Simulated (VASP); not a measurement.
Here is a VASP 6.6.1 calculation.

INCAR

```
  PREC = Accurate
  ENCUT = 500
  EDIFF = 1E-6
  ISMEAR = 0
  SIGMA = 0.2
  LREAL = F
  LASPH = T
  NELM = 120
  ALGO = Normal
  ISIF = 2
  LWAVE = F
  LCHARG = F
  GGA = PE
  NBANDS = 26
  GGA_COMPAT = F
```

Contents of KPOINTS:

```
Automatic mesh
0
Gamma
  4 4 4
```

Contents of POSCAR:

```
Si4IrPd
1.0
    2.5004646423     -4.1772366125      0.0000000000
    2.5004646423      4.1772366125      0.0000000000
    0.0000000000      0.0000000000      4.4543357970
Si Pd Ir
4 1 1
Direct
    0.1711595144      0.8288404856      0.0000000000
    0.8288404856      0.1711595144      0.0000000000
    0.0000000000      0.5000000000      0.5000000000
    0.5000000000      0.0000000000      0.5000000000
    0.5000000000      0.5000000000      0.0000000000
    0.0000000000      0.0000000000      0.5000000000
```

Potentials or basis: VASP PAW PBE potentials, release 64 (Si, Pd, Ir).

The run is started by

```sh
$ cat potpaw_PBE.64/Si/POTCAR potpaw_PBE.64/Pd/POTCAR potpaw_PBE.64/Ir/POTCAR > POTCAR
$ mpirun -np 1 vasp_std > vasp.out
```

(1) What does it give for the largest force?

(2) Predict the pressure.

(3) Estimate the band gap on the k mesh.

Answers

(1) 0.007 eV/Å.

(2) -0.1 GPa.

(3) zero (an odd number of electrons rules out a gap without spin polarisation).

Caveat: the k points lie up to 0.37 Å⁻¹ apart, too coarse for converged energies and pressures of a metal; spin-orbit coupling is left out, which moves the levels of the heavy elements.
